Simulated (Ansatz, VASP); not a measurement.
**CoO: VASP beside Ansatz**

```xyz
2
Lattice="1.5367 0.8872 2.4735 -1.5367 0.8872 2.4735 0.0000 -1.7745 2.4735" Properties=species:S:1:pos:R:3 pbc="T T T"
Co    0.0000    0.0000    0.0000
O     0.0000    0.0000    3.7103
```

Alike in both runs: functional PBE; k mesh 18 × 18 × 18; occupations gaussian, width 0.1 eV; collinear spin; Hubbard terms Co d U = 3.32 eV.

Ansatz relaxed the structure, and its values are those at the end. VASP's run is a single point on that final structure, the one shown.

```csv
,VASP,Ansatz
version,VASP 6.6.1,Ansatz 0.2.0
potentials or method,"VASP PAW PBE potentials, release 64 (Co, O), cutoff 520 eV","scalar-relativistic, plane waves, PAW"
valence electrons in the cell,15,23
```

```tsv
	VASP	Ansatz	Ansatz less VASP
pressure (GPa)	-7.4	0.0	+7.44
net moment per atom (μB)	1.50	1.50	0.000
size of the moment on the site where the two differ most (μB)	2.73	2.62	-0.114
```

Site moments also hang on the region over which each program counts them. The programs project onto different local orbitals, so the same U acts differently, and such runs can settle in different states. VASP's potentials hold 15 valence electrons a cell and Ansatz's 23, so a difference there can come from the potentials and not from the codes.
